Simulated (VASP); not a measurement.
# ZnS (F-43m) in VASP: a series of runs

The runs below take ZnS through single point, relaxation of cell and atoms, with LDA.

Everything below comes from runs of VASP 6.6.1. Logs are shortened: lines on timing, memory, paths and dates and some standing lists are left out, and cuts for length are marked.

## Step 1: The cell of the first run

The structure is cubic, space group F-43m (No. 216). Conventional cell: a = 5.297 Å, b = 5.297 Å, c = 5.297 Å, α = 90.00°, β = 90.00°, γ = 90.00°. Zn (site symmetry -43m) has 4 S at 2.29 Å within 3.0 Å. S (site symmetry -43m) has 4 Zn at 2.29 Å within 3.0 Å.

## Step 2: Single point, LDA

Input file INCAR:

```
SYSTEM = ZnS
  PREC = Accurate
  ENCUT = 520
  EDIFF = 1E-6
  ISMEAR = 0
  SIGMA = 0.01
  LREAL = .FALSE.
  LASPH = .TRUE.
  NELM = 80
  ALGO = Normal
  ISIF = 2
  LWAVE = .FALSE.
  LCHARG = .FALSE.
  GGA = CA
  NBANDS = 16
```

Input file KPOINTS:

```
Automatic mesh
0
G
  10 10 10
  0 0 0
```

Input file POSCAR:

```
ZnS
1.0
    0.0000000000      2.6483447028      2.6483447028
    2.6483447028      0.0000000000      2.6483447028
    2.6483447028      2.6483447028      0.0000000000
Zn S
1 1
Direct
    0.0000000000      0.0000000000      0.0000000000
    0.7500000000      0.7500000000      0.7500000000
```

Potentials or basis: VASP PAW LDA potentials, release 64 (Zn, S).

Started as:

```console
cat potpaw_LDA.64/Zn/POTCAR potpaw_LDA.64/S/POTCAR > POTCAR
mpirun -np 1 vasp_std > vasp.out
```

OUTCAR:

```text
SYSTEM = ZnS
   PREC = Accurate
   ENCUT = 520
   EDIFF = 1E-6
   ISMEAR = 0
   LREAL = .FALSE.
   LASPH = .TRUE.
   NELM = 80
   ISIF = 2
   GGA = CA

 ion  position               nearest neighbor table
   1  0.000  0.000  0.000-   2 2.29   2 2.29   2 2.29   2 2.29
   2  0.750  0.750  0.750-   1 2.29   1 2.29   1 2.29   1 2.29

  LATTYP: Found a face centered cubic cell.
 ALAT       =     5.2966894056

  Lattice vectors:

 A1 = (   0.0000000000,   2.6483447028,   2.6483447028)
 A2 = (   2.6483447028,   0.0000000000,   2.6483447028)
 A3 = (   2.6483447028,   2.6483447028,   0.0000000000)

Analysis of symmetry for initial positions (statically):
=====================================================================
 Subroutine PRICEL returns:
 Original cell was already a primitive cell.

 Routine SETGRP: Setting up the symmetry group for a
 face centered cubic supercell.

 Subroutine GETGRP returns: Found 24 space group operations
 (whereof 24 operations were pure point group operations)
 out of a pool of 48 trial point group operations.

The static configuration has the point symmetry T_d .

Analysis of symmetry for dynamics (positions and initial velocities):
=====================================================================
 Subroutine PRICEL returns:
 Original cell was already a primitive cell.

 Routine SETGRP: Setting up the symmetry group for a
 face centered cubic supercell.

 Subroutine GETGRP returns: Found 24 space group operations
 (whereof 24 operations were pure point group operations)
 out of a pool of 48 trial point group operations.

The dynamic configuration has the point symmetry T_d .

 Subroutine INISYM returns: Found 24 space group operations
 (whereof 24 operations are pure point group operations),
 and found     1 'primitive' translations

----------------------------------------------------------------------------------------

                                     Primitive cell

  volume of cell :      37.1495

  direct lattice vectors                    reciprocal lattice vectors
     0.000000000  2.648344703  2.648344703    -0.188797176  0.188797176  0.188797176
     2.648344703  0.000000000  2.648344703     0.188797176 -0.188797176  0.188797176
     2.648344703  2.648344703  0.000000000     0.188797176  0.188797176 -0.188797176
[... 74 lines left out ...]
 SYSTEM =  ZnS
   PREC   = accura    normal or accurate (medium, high low for compatibility)
   ISTART =      0    job   : 0-new  1-cont  2-samecut
   ICHARG =      2    charge: 1-file 2-atom 10-const
   ISPIN  =      1    spin polarized calculation?
   LNONCOLLINEAR =      F non collinear calculations
   LSORBIT =      F    spin-orbit coupling
   LASPH  =      T    aspherical Exc in radial PAW
   ENCUT  =  520.0 eV  38.22 Ry    6.18 a.u.   6.96  6.96  6.96*2*pi/ulx,y,z
   NELM   =     80;   NELMIN=  2; NELMDL= -5     # of ELM steps
   EDIFF  = 0.1E-05   stopping-criterion for ELM
   LREAL  =      F    real-space projection
   EDIFFG = 0.1E-04   stopping-criterion for IOM
   NSW    =      0    number of steps for IOM
   IBRION =     -1    ionic relax: 0-MD 1-quasi-New 2-CG
   NFREE  =      0    steps in history (QN), initial steepest desc. (CG)
   ISIF   =      2    stress and relaxation
   ISYM   =      2    0-nonsym 1-usesym 2-fastsym
   POTIM  = 0.5000    time-step for ionic-motion
   TEBEG  =    0.0;   TEEND  =   0.0 temperature during run
   PSTRESS=    0.0 pullay stress
   NELECT =      18.0000    total number of electrons
   NUPDOWN=      -1.0000    fix difference up-down
   EMIN   =  10.00;   EMAX   =-10.00  energy-range for DOS
   EFERMI =   0.00;   METHOD = LEGACY
   ISMEAR =     0;   SIGMA  =   0.01  broadening in eV -4-tet -1-fermi 0-gaus
   EFERMI_NEDOS =   21; number of points for ismear=-14 and -15
   IALGO  =     38    algorithm
   IMIX   =      4    mixing-type and parameters
     AMIX     =   0.40;   BMIX     =  1.00
     AMIX_MAG =   1.60;   BMIX_MAG =  1.00
  volume/ion in A,a.u.               =      18.57       125.35
  Fermi-wavevector in a.u.,A,eV,Ry     =   1.285823  2.429853 22.495064  1.653341
  Thomas-Fermi vector in A             =   2.417934
   LORBIT       =      0    0 simple, 1 ext, 2 COOP (PROOUT), +10 PAW based schemes
   GGA     = CA    functional components
   LHFCALC =     F    Hartree Fock is set to
   AEXX    =    0.0000 exact exchange contribution
   IVDW    =     0    specifies the selected vdW correction
   LEPSILON=     F    determine dielectric tensor
   LRPA    =     F    only Hartree local field effects (RPA)
 non-spin polarized calculation
 Gauss-broadening in eV      SIGMA  =   0.01
  energy-cutoff  :      520.00
  volume of cell :       37.15
 maximum number of plane-waves:      1010
   NGX = 13   NGY = 13   NGZ = 13

 number of electron      18.0000014 magnetization

 Free energy of the ion-electron system (eV)
  ---------------------------------------------------
  ext. energy  EPLUGINS =         0.00000000
  ---------------------------------------------------
  free energy    TOTEN  =        -8.20787036 eV

  energy without entropy =       -8.20787036  energy(sigma->0) =       -8.20787036

 E-fermi :   2.6426     XC(G=0): -10.3167

 val. band max:        2.5139619628   @ k =   0.0000   0.0000   0.0000
 cond. band min:       4.6744843936   @ k =   0.0000   0.0000   0.0000
 fundamental gap:      2.1605224307
 Fermi energy:         2.6425658504

 k-point     1 :       0.0000    0.0000    0.0000
  band No.  band energies     occupation
      1     -11.0341      2.00000
      2      -4.2429      2.00000
      3      -4.2429      2.00000
      4      -4.2429      2.00000
      5      -3.6896      2.00000
      6      -3.6896      2.00000
[... 433 lines left out ...]
      3      -3.9700      2.00000
      4      -3.9627      2.00000
      5      -3.6681      2.00000
      6      -3.6233      2.00000
[... 8 lines left out ...]
     15      16.0174      0.00000
     16      18.6399      0.00000

 [... further k-points ...]
[... 5 lines left out ...]
  --------------------------------------------------------------------------------------
  -------------------------------------------------------------------------------------
  Total        0.0548513      0.0548513      0.0548513     -0.0000000     -0.0000000      0.0000000
  in kB        2.3656145      2.3656145      2.3656145     -0.0000000     -0.0000000      0.0000000
  external PRESSURE =       2.3656145 kB  Pullay stress =       0.0000000 kB

 VOLUME and BASIS-vectors are now :
 -----------------------------------------------------------------------------
  energy-cutoff  :      520.00
  volume of cell :       37.15
      direct lattice vectors                 reciprocal lattice vectors
     0.000000000  2.648344703  2.648344703    -0.188797176  0.188797176  0.188797176
     2.648344703  0.000000000  2.648344703     0.188797176 -0.188797176  0.188797176
     2.648344703  2.648344703  0.000000000     0.188797176  0.188797176 -0.188797176

 POSITION                                       TOTAL-FORCE (eV/Angst)
 -----------------------------------------------------------------------------------
      0.00000      0.00000      0.00000        -0.000000      0.000000      0.000000
      3.97252      3.97252      3.97252         0.000000     -0.000000      0.000000
 -----------------------------------------------------------------------------------
    total drift:                               -0.000001     -0.000001     -0.000001

  FREE ENERGIE OF THE ION-ELECTRON SYSTEM (eV)
  ---------------------------------------------------
  free  energy   TOTEN  =        -8.2078703565 eV

  energy  without entropy=       -8.2078703565  energy(sigma->0) =       -8.20787036
```

OSZICAR:

```text
N       E                     dE             d eps       ncg     rms          rms(c)
DAV:   1     0.876549476682E+02    0.87655E+02   -0.89368E+03  1504   0.137E+03
DAV:   2    -0.300429181377E+01   -0.90659E+02   -0.85407E+02  1704   0.262E+02
DAV:   3    -0.858849880907E+01   -0.55842E+01   -0.55617E+01  1800   0.634E+01
DAV:   4    -0.864545307795E+01   -0.56954E-01   -0.56941E-01  1928   0.669E+00
DAV:   5    -0.864609693956E+01   -0.64386E-03   -0.64385E-03  1816   0.680E-01    0.768E+00
DAV:   6    -0.824495854324E+01    0.40114E+00   -0.75016E-01  2280   0.318E+01    0.590E+00
DAV:   7    -0.821466037659E+01    0.30298E-01   -0.23622E-01  1896   0.502E+00    0.278E+00
DAV:   8    -0.820840885261E+01    0.62515E-02   -0.55184E-03  2200   0.130E+00    0.614E-01
DAV:   9    -0.820785939992E+01    0.54945E-03   -0.12061E-03  1792   0.256E-01    0.821E-02
DAV:  10    -0.820787482218E+01   -0.15422E-04   -0.10029E-04  1840   0.941E-02    0.271E-02
DAV:  11    -0.820787022427E+01    0.45979E-05   -0.13576E-05  2304   0.746E-02    0.494E-03
DAV:  12    -0.820787035645E+01   -0.13218E-06   -0.14126E-06  1320   0.110E-02
   1 F= -.82078704E+01 E0= -.82078704E+01  d E =-.251520E-76
```

stdout:

```text
POSCAR found type information on POSCAR ZnS
 POSCAR found :  2 types and       2 ions
 scaLAPACK will be used
 LDA part: xc-table for (Slater(with rela. corr.)+CA(PZ))
 , standard interpolation
 POSCAR, INCAR and KPOINTS ok, starting setup
 FFT: planning ... GRIDC
 FFT: planning ... GRID_SOFT
 FFT: planning ... GRID
 WAVECAR not read
 entering main loop
```

Wall time 19 s (1 thread of Intel Xeon 6975P-C (Granite Rapids), shared host); peak memory 0.14 GiB.

What came out:

* Free energy: -8.2079 eV
* Pressure: 0.2 GPa
* Band gap on the k mesh: 2.16 eV, direct

Levels at points of the mesh, in eV from the valence-band top:
| k point | band 5 | band 6 | band 7 | band 8 | band 9 | band 10 | band 11 | band 12 | band 13 | band 14 |
| --- | --- | --- | --- | --- | --- | --- | --- | --- | --- | --- |
| (0.00, 0.00, 0.00) | -6.20 | -6.20 | 0.00 | 0.00 | 0.00 | 2.16 | 6.21 | 6.21 | 6.21 | 11.83 |
| (0.50, 0.00, 0.00) | -6.17 | -5.98 | -5.78 | -0.97 | -0.97 | 3.23 | 6.76 | 6.76 | 8.85 | 12.15 |
| (0.50, 0.50, 0.00) | -6.12 | -5.96 | -4.91 | -2.47 | -2.47 | 3.06 | 3.89 | 11.16 | 12.20 | 12.20 |

## Step 3: Single point, LDA (volume scaled by 0.98)

Input file INCAR:

```
SYSTEM = ZnS
  ALGO = Normal
  EDIFF = 1E-6
  ENCUT = 520
  ISIF = 2
  ISMEAR = 0
  LASPH = .True.
  LCHARG = .False.
  LREAL = .False.
  LWAVE = .False.
  NBANDS = 16
  NELM = 100
  PREC = Accurate
  SIGMA = 0.01
```

Input file KPOINTS:

```
k-points
0
Gamma
  10 10 10
  0 0 0
```

Input file POSCAR:

```
ZnS
1.0
    0.0000000000      2.6305700417      2.6305700417
    2.6305700417      0.0000000000      2.6305700417
    2.6305700417      2.6305700417      0.0000000000
Zn S
1 1
Direct
    0.0000000000      0.0000000000      0.0000000000
    0.7500000000      0.7500000000      0.7500000000
```

Potentials or basis: VASP PAW LDA potentials, release 64 (Zn, S).

Started as:

```console
cat potpaw_LDA.64/Zn/POTCAR potpaw_LDA.64/S/POTCAR > POTCAR
mpirun -np 1 vasp_std > vasp.out
```

OUTCAR:

```text
SYSTEM = ZnS
   EDIFF = 1E-6
   ENCUT = 520
   ISIF = 2
   ISMEAR = 0
   LASPH = .True.
   LREAL = .False.
   NELM = 100
   PREC = Accurate

 ion  position               nearest neighbor table
   1  0.000  0.000  0.000-   2 2.28   2 2.28   2 2.28   2 2.28
   2  0.750  0.750  0.750-   1 2.28   1 2.28   1 2.28   1 2.28

  LATTYP: Found a face centered cubic cell.
 ALAT       =     5.2611400834

  Lattice vectors:

 A1 = (   0.0000000000,   2.6305700417,   2.6305700417)
 A2 = (   2.6305700417,   0.0000000000,   2.6305700417)
 A3 = (   2.6305700417,   2.6305700417,   0.0000000000)

[... 624 lines left out ...]
      5      -3.5344      2.00000
      6      -3.4839      2.00000
[... 8 lines left out ...]
     15      16.2626      0.00000
     16      18.9901      0.00000

 [... further k-points ...]
[... 5 lines left out ...]
  --------------------------------------------------------------------------------------
  -------------------------------------------------------------------------------------
  Total        0.4721266      0.4721266      0.4721266     -0.0000000      0.0000000     -0.0000000
  in kB       20.7773166     20.7773166     20.7773166     -0.0000000      0.0000000     -0.0000000
  external PRESSURE =      20.7773166 kB  Pullay stress =       0.0000000 kB

 VOLUME and BASIS-vectors are now :
 -----------------------------------------------------------------------------
  energy-cutoff  :      520.00
  volume of cell :       36.41
      direct lattice vectors                 reciprocal lattice vectors
     0.000000000  2.630570042  2.630570042    -0.190072871  0.190072871  0.190072871
     2.630570042  0.000000000  2.630570042     0.190072871 -0.190072871  0.190072871
     2.630570042  2.630570042  0.000000000     0.190072871  0.190072871 -0.190072871

 POSITION                                       TOTAL-FORCE (eV/Angst)
 -----------------------------------------------------------------------------------
      0.00000      0.00000      0.00000         0.000000      0.000000      0.000000
      3.94586      3.94586      3.94586        -0.000000     -0.000000     -0.000000
 -----------------------------------------------------------------------------------
    total drift:                               -0.000001     -0.000001     -0.000001

  FREE ENERGIE OF THE ION-ELECTRON SYSTEM (eV)
  ---------------------------------------------------
  free  energy   TOTEN  =        -8.2022834039 eV

  energy  without entropy=       -8.2022834039  energy(sigma->0) =       -8.20228340
```

Run time: 17 s. Hardware: 1 thread of Intel Xeon 6975P-C (Granite Rapids), shared host; peak memory 0.15 GiB.

Results:

```
Free energy            : -8.2023 eV
Pressure               : 2.1 GPa
Band gap on the k mesh : 2.25 eV, direct
```

Levels at points of the mesh, in eV from the valence-band top:
```
           k point  band 6  band 7  band 8  band 9  band 10  band 11  band 12  band 13
(0.00, 0.00, 0.00)   -6.28    0.00    0.00    0.00     2.25     6.19     6.19     6.19
(0.50, 0.00, 0.00)   -6.06   -5.91   -1.00   -1.00     3.27     6.74     6.74     8.91
(0.50, 0.50, 0.00)   -6.02   -4.99   -2.55   -2.55     3.01     3.87    11.32    12.34
```

Caveat: the cell differs from its parent crystal (volume scaled by 0.98).

## Step 4: Single point, LDA (volume scaled by 1.02)

Input file INCAR:

```
PREC = Accurate
ENCUT = 520
EDIFF = 1E-6
ISMEAR = 0
SIGMA = 0.01
LREAL = F
LASPH = T
NELM = 100
ALGO = Normal
ISIF = 2
LWAVE = F
LCHARG = F
GGA = CA
NBANDS = 16
```

Input file KPOINTS:

```
Automatic mesh
0
Gamma
  10 10 10
```

Input file POSCAR:

```
ZnS
1.0
    0.0000000000      2.6658839206      2.6658839206
    2.6658839206      0.0000000000      2.6658839206
    2.6658839206      2.6658839206      0.0000000000
Zn S
1 1
Direct
    0.0000000000      0.0000000000      0.0000000000
    0.7500000000      0.7500000000      0.7500000000
```

Started as:

```console
cat potpaw_LDA.64/Zn/POTCAR potpaw_LDA.64/S/POTCAR > POTCAR
mpirun -np 1 vasp_std > vasp.out
```

It took 20 s on 1 thread of Intel Xeon 6975P-C (Granite Rapids), shared host; peak memory 0.14 GiB.

The run converged. Its results:

```yaml
Free_energy: -8.2053 eV
Pressure: -1.4 GPa
Band_gap_on_the_k_mesh: 2.07 eV, direct
```

Levels at points of the mesh, in eV from the valence-band top:
```csv
k point,band 7,band 8,band 9,band 10,band 11,band 12
"(0.00, 0.00, 0.00)",0.00,0.00,0.00,2.07,6.23,6.23
"(0.50, 0.00, 0.00)",-5.65,-0.94,-0.94,3.19,6.77,6.77
"(0.50, 0.50, 0.00)",-4.83,-2.40,-2.40,3.10,3.89,11.01
```

Caveat: the cell differs from its parent crystal (volume scaled by 1.02).

## Step 5: Relaxation of cell and atoms, LDA, target pressure 22 GPa, at which the enthalpy is minimised

This run uses another cell than the first one, of 16.78 Å³/atom, 0.904 times its volume.

Input file INCAR:

```
SYSTEM = ZnS
PREC = Accurate
ENCUT = 600
EDIFF = 1E-6
ISMEAR = 0
SIGMA = 0.01
LREAL = .FALSE.
LASPH = .TRUE.
NELM = 60
ALGO = Normal
ISIF = 3
LWAVE = .FALSE.
LCHARG = .FALSE.
IBRION = 2
NSW = 80
EDIFFG = -0.001
PSTRESS = 220.0
```

Input file KPOINTS:

```
Automatic mesh
0
G
  10 10 10
  0 0 0
```

Input file POSCAR:

```
ZnS
1.0
    0.0000000000      2.5603271729      2.5603271729
    2.5603271729      0.0000000000      2.5603271729
    2.5603271729      2.5603271729      0.0000000000
Zn S
1 1
Direct
    0.0000000000      0.0000000000      0.0000000000
    0.7500000000      0.7500000000      0.7500000000
```

Started as:

```console
cat potpaw_LDA.64/Zn/POTCAR potpaw_LDA.64/S/POTCAR > POTCAR
mpirun -np 1 vasp_std > vasp.out
```

Run time: 85 s. Hardware: 1 thread of Intel Xeon 6975P-C (Granite Rapids), shared host; peak memory 0.16 GiB.

Results (log left out):

| Quantity | Value |
| --- | --- |
| Free energy | -7.8599 eV |
| Relaxed volume | 15.67 Å³/atom |
| Relaxed cell | a = 3.539 Å, b = 3.539 Å, c = 3.539 Å, α = 60.00°, β = 60.00°, γ = 60.00° |
| Space group after relaxing (to 0.05 Å) | F-43m (No. 216) |
| Energy change on relaxing (the enthalpy is what falls) | +114.2 meV/atom |
| Ionic steps | 12 |
| Pressure after relaxing | 22.0 GPa |
| Band gap on the k mesh | 2.61 eV, indirect (least direct gap 2.97 eV) |

Step by step:
```tsv
step	energy change (eV)	largest force (eV/Å)	pressure (GPa)	volume (Å³)
1	0.0000	0.0000	11.36	33.57
2	0.7962	0.0000	42.50	28.44
3	0.2215	0.0000	21.72	31.38
4	0.2277	0.0000	21.93	31.34
5	0.2337	0.0000	22.18	31.29
6	0.2241	0.0000	21.83	31.36
7	0.2288	0.0000	22.06	31.33
8	0.2276	0.0000	21.89	31.34
9	0.2284	0.0000	21.98	31.33
10	0.2285	0.0000	22.01	31.33
11	0.2284	0.0000	21.98	31.33
12	0.2284	0.0000	21.99	31.33
```

Final structure:
```cif
data_structure
_symmetry_space_group_name_H-M 'P 1'
_symmetry_Int_Tables_number 1
_cell_length_a 3.5386
_cell_length_b 3.5386
_cell_length_c 3.5386
_cell_angle_alpha 60.000
_cell_angle_beta 60.000
_cell_angle_gamma 60.000
_cell_volume 31.33
loop_
_atom_site_label
_atom_site_type_symbol
_atom_site_fract_x
_atom_site_fract_y
_atom_site_fract_z
_atom_site_occupancy
Zn1 Zn 0.00000 0.00000 0.00000 1
S1 S 0.75000 0.75000 0.75000 1
```

Levels at points of the mesh, in eV from the valence-band top:
```tsv
k point	band 6	band 7	band 8	band 9	band 10	band 11	band 12	band 13
(0.00, 0.00, 0.00)	-6.95	0.00	0.00	0.00	2.97	5.98	5.98	5.98
(0.50, 0.00, 0.00)	-6.90	-6.58	-1.27	-1.27	3.53	6.56	6.56	9.34
(0.50, 0.50, 0.00)	-6.64	-5.68	-3.21	-3.21	2.61	3.68	12.61	13.38
```

Caveat: the cell is relaxed towards a set pressure, so the enthalpy falls and the energy may rise. Zero-point motion and thermal expansion aren't in these numbers.

## Step 6: Overview

| task | cell | cutoff (eV) | gap on the mesh (eV) | pressure (GPa) |
| --- | --- | --- | --- | --- |
| single point | a = 3.745 Å, angles 60.0°, 2 atoms | 520 | 2.16 | 0.2 |
| single point | a = 3.720 Å, angles 60.0°, 2 atoms | 520 | 2.25 | 2.1 |
| single point | a = 3.770 Å, angles 60.0°, 2 atoms | 520 | 2.07 | -1.4 |
| relaxation of cell and atoms | relaxed to 22 GPa from a = 3.621 Å, angles 60.0°, 2 atoms | 600 | 2.61 | 22.0 |

Alike in all rows: level LDA; potentials or basis VASP PAW LDA potentials, release 64 (Zn, S); no spin polarisation; k mesh 10 × 10 × 10; smearing gaussian 0.01 eV.

Caveats: the cell is relaxed towards a set pressure, so the enthalpy falls and the energy may rise (some runs).

Absolute energies hang on the potentials; compare differences alone.
